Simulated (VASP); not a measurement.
Here is a VASP 6.6.1 calculation.

Contents of INCAR:

```
ALGO = Normal
EDIFF = 1E-6
ENCUT = 520
GGA = PE
ISIF = 2
ISMEAR = 0
LASPH = True
LCHARG = True
LELF = True
LREAL = Auto
LVHAR = True
LWAVE = False
NBANDS = 166
NELM = 80
PREC = Accurate
SIGMA = 0.02
```

Contents of KPOINTS:

```
k-points
0
Gamma
  1 1 1
```

The input POSCAR:

```
In15GaP16
1.0
   -5.9597880294     -5.9597880294      5.9597880294
    5.9597880294     -5.9597880294     -5.9597880294
    5.9597880294      5.9597880294      5.9597880294
Ga In P
1 15 16
Direct
    0.2500000000      0.5000000000      0.2500000000
    0.0012690884      0.5000000000      0.4964939111
    0.4964939111      0.2512690884      0.2500000000
    0.2500000000      0.2512690884      0.4964939111
    0.0035060889      0.2535060889      0.7547751773
    0.7500000000      0.5000000000      0.7500000000
    0.4964939111      0.5000000000      0.0012690884
    1.0012690884      0.7464939111      0.2500000000
    0.7500000000      0.0000000000      0.2500000000
    0.4987309116     -0.0047751773      0.4987309116
    0.2500000000      0.0000000000      0.7500000000
    0.0035060889      0.0047751773      0.0035060889
    0.7547751773      0.2535060889      0.0035060889
    0.7452248227      0.7487309116      0.4987309116
    0.4987309116      0.7487309116      0.7452248227
    0.2500000000      0.7464939111      0.0012690884
    0.2500000000      0.7358167610      0.2500000000
   -0.0024232693      0.7498200395      0.4998200395
    0.4858167610      0.5000000000      0.2500000000
    0.2500000000      0.5000000000      0.4858167610
    0.0001799605      0.5000000000      0.7477566912
    0.7522433088      0.7524232693      0.7522433088
    0.4998200395      0.7498200395     -0.0024232693
    0.0001799605     -0.0022433088      0.2500000000
    0.7477566912      0.2501799605      0.2500000000
    0.4998200395      0.2475767307      0.4998200395
    0.2500000000      0.2501799605      0.7477566912
    0.0141832390      0.2641832390      0.0141832390
    0.7477566912      0.5000000000      0.0001799605
    0.7522433088      0.0022433088      0.5024232693
    0.5024232693      0.0022433088      0.7522433088
    0.2500000000     -0.0022433088      0.0001799605
```

Potentials or basis: VASP PAW PBE potentials, release 64 (Ga_d, In_d, P).

Launch:

```console
$ cat potpaw_PBE.64/Ga_d/POTCAR potpaw_PBE.64/In_d/POTCAR potpaw_PBE.64/P/POTCAR > POTCAR
$ mpirun -np 1 vasp_gam > vasp.out
```

Problem. Predict the pressure.

Solution. -0.8 GPa.

Problem. What does it give for the band gap on the k mesh?

Solution. 0.37 eV.

Forces on the atoms (eV/Å):
```
Ga   0.000  0.000  0.000
In   0.000  0.000  0.008
In   0.000 -0.008  0.000
In   0.008  0.000  0.000
In   0.000  0.008  0.000
In   0.000  0.000  0.000
In   0.000  0.000  0.008
In   0.000 -0.008  0.000
In   0.000  0.000  0.000
In   0.000  0.000 -0.008
In   0.000  0.000  0.000
In   0.000  0.000 -0.008
In  -0.008  0.000  0.000
In  -0.008  0.000  0.000
In   0.000  0.008  0.000
In   0.008  0.000  0.000
P    0.005 -0.005 -0.005
P    0.004  0.000  0.000
P   -0.005 -0.005  0.005
P    0.005  0.005  0.005
P    0.000  0.000 -0.004
P    0.000  0.000  0.004
P    0.000 -0.004  0.000
P    0.000  0.004  0.000
P    0.000  0.004  0.000
P    0.000  0.000  0.004
P   -0.004  0.000  0.000
P   -0.005  0.005 -0.005
P    0.000  0.000 -0.004
P    0.000 -0.004  0.000
P    0.004  0.000  0.000
P   -0.004  0.000  0.000
```

Caveat: the k points lie up to 0.75 Å⁻¹ apart; spin-orbit coupling is left out, which moves the levels of the heavy elements.
